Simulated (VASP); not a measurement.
The system is CuO.

```
Cu O
1.0
     0.00000    2.14441    2.14441
     2.14441    0.00000    2.14441
     2.14441    2.14441    0.00000
Cu O
1 1
Cartesian
  2.0074 2.0104 0.1235
  2.2814 2.2784 2.0209
```

Program: VASP 6.6.1. Alike in all runs: task single point; potentials or basis VASP PAW PBE potentials, release 64 (Cu, O); no spin polarisation; cell as given; k mesh 11 × 11 × 11; cutoff (eV) 520; smearing fermi-dirac 0.05 eV.

Problem. Order these runs on this cell by their pressure, lowest first.
A. level BLYP
B. level PBE
C. level RPBE
D. level PBEsol

Solution. D (1.9 GPa), B (10.6 GPa), C (16.3 GPa), A (17.9 GPa).

Caveats: an odd number of electrons without spin polarisation forces a metal; a magnetic or distorted state may lie lower; the cell stands under pressure (at least some runs); the PAW data sets were made with another functional, which shifts forces and pressure a little (at least some runs).
